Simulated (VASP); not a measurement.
Crystal: Ti.

```xyz
1
Lattice="-1.5918 1.5918 1.6410 1.5918 -1.5918 1.6410 1.5918 1.5918 -1.6410" Properties=species:S:1:pos:R:3 pbc="T T T"
Ti    0.0000    0.0000    0.0000
```

This cell differs from its parent crystal: equal xx and yy strain of -3 %.

Base run:

```yaml
Program: VASP 6.6.1
Functional: PBEsol
Potentials_or_basis: VASP PAW PBE potentials, release 64 (Ti_sv)
Cutoff: 520 eV
k_mesh: 14 × 14 × 14
Occupations: fermi-dirac, width 0.05 eV
Spin: no spin polarisation
```

Its results: band gap on the k mesh zero (bands 6 and 7 overlap by 1.64 eV); pressure -0.8 GPa.

The run is repeated on the same cell with these changes: cutoff from 520 eV to 400 eV; further incar settings from ALGO = Normal; EDIFF = 1e-06; NBANDS = 12 to ALGO = Normal; EDIFF = 1e-08; NBANDS = 12. What comes out?

Band gap on the k mesh zero (bands 6 and 7 overlap by 1.64 eV); pressure -1.5 GPa.

Caveats: the PAW data sets were made with another functional, which shifts forces and pressure a little.
